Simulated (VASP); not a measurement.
Here is a VASP 6.6.1 calculation.

The input INCAR:

```
SYSTEM = Ir
PREC = Accurate ; ENCUT = 600
EDIFF = 1E-7 ; ISMEAR = -1
SIGMA = 0.05 ; LREAL = .FALSE.
LASPH = .TRUE. ; NELM = 60
ALGO = Normal ; ISIF = 3
LWAVE = .FALSE. ; LCHARG = .FALSE.
GGA = PE ; IBRION = 2
NSW = 80 ; EDIFFG = -0.02
```

KPOINTS

```
Automatic mesh
0
G
  7 7 7
  0 0 0
```

The input POSCAR:

```
Ir
1.0
    0.0000000000      2.6350000000      2.6350000000
    2.6350000000      0.0000000000      2.6350000000
    2.6350000000      2.6350000000      0.0000000000
Ir
2
Direct
    0.0000000000      0.0000000000      0.0000000000
    0.2500000000      0.2500000000      0.2500000000
```

Potentials or basis: VASP PAW PBE potentials, release 64 (Ir).

The run is started by

```console
$ cat potpaw_PBE.64/Ir/POTCAR > POTCAR
$ mpirun -np 1 vasp_std > vasp.out
```

Question: Estimate the band gap on the k mesh.

Answer: Zero (band 9 reaches 6.09 eV, above the bottom of band 10 at 4.67 eV).

Question: What does it give for the relaxed cell?

Answer: a = 3.935 Å, b = 3.935 Å, c = 3.935 Å, α = 60.00°, β = 60.00°, γ = 60.00°.

Final structure:
```cif
data_structure
_symmetry_space_group_name_H-M 'P 1'
_symmetry_Int_Tables_number 1
_cell_length_a 3.9352
_cell_length_b 3.9352
_cell_length_c 3.9352
_cell_angle_alpha 60.000
_cell_angle_beta 60.000
_cell_angle_gamma 60.000
_cell_volume 43.09
loop_
_atom_site_label
_atom_site_type_symbol
_atom_site_fract_x
_atom_site_fract_y
_atom_site_fract_z
_atom_site_occupancy
Ir1 Ir 0.00000 0.00000 0.00000 1
Ir2 Ir 0.25000 0.25000 0.25000 1
```

Caveat: spin-orbit coupling is left out, which moves the levels of the heavy elements.
